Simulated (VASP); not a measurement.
Here is a VASP 6.6.1 calculation.

File INCAR:

```
PREC = Accurate
ENCUT = 520
EDIFF = 1E-8
ISMEAR = -1
SIGMA = 0.02
LREAL = F
LASPH = T
NELM = 60
ALGO = Normal
ISIF = 2
LWAVE = F
LCHARG = F
GGA = PE
LEFG = T
NBANDS = 15
```

Contents of KPOINTS:

```
regular mesh
0
Gamma
  8 8 8
```

The input POSCAR:

```
BaS
1.0
    0.0000000000      3.1830684821      3.1830684821
    3.1830684821      0.0000000000      3.1830684821
    3.1830684821      3.1830684821      0.0000000000
Ba S
1 1
Direct
    0.0000000000      0.0000000000      0.0000000000
    0.5000000000      0.5000000000      0.5000000000
```

Potentials or basis: VASP PAW PBE potentials, release 64 (Ba_sv, S).

Run with:

```bash
$ cat potpaw_PBE.64/Ba_sv/POTCAR potpaw_PBE.64/S/POTCAR > POTCAR
$ mpirun -np 1 vasp_std > vasp.out
```

**Question.** What does it give for the band gap on the k mesh?

**Answer.** 2.09 eV, indirect (least direct gap 2.22 eV).

**Question.** Predict the pressure.

**Answer.** 1.9 GPa.

Caveat: without QUAD_EFG the Cq values of the log hold for a quadrupole moment of 1 mb, not for the nuclei; spin-orbit coupling is left out, which moves the levels of the heavy elements. A k mesh can miss the band edges.
